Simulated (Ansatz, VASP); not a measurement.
## LaAs: VASP beside Ansatz

```xyz
2
Lattice="0.0000 3.0419 3.0419 3.0419 0.0000 3.0419 3.0419 3.0419 0.0000" Properties=species:S:1:pos:R:3 pbc="T T T"
La    0.0000    0.0000    0.0000
As    3.0419    3.0419    3.0419
```

Change from the starting cell: volume scaled by 0.98, crystal datasets.

Alike in both runs: task electric field gradients; functional PBEsol; k mesh 12 × 12 × 12; occupations fermi-dirac, width 0.05 eV; no spin polarisation.

|  | VASP | Ansatz |
| --- | --- | --- |
| version | VASP 6.6.1 | Ansatz 0.2.0 |
| potentials or method | VASP PAW PBE potentials, release 64 (La, As), cutoff 520 eV | all-electron PAW with datasets made for the crystal, scalar-relativistic |

```tsv
	VASP	Ansatz	Ansatz less VASP
pressure (GPa)	1.0	1.0	0.00
```

VASP's potentials were made for PBE, not for PBEsol. Ansatz ran all-electron here, and VASP with PAW potentials.

Spin-orbit coupling is off throughout.
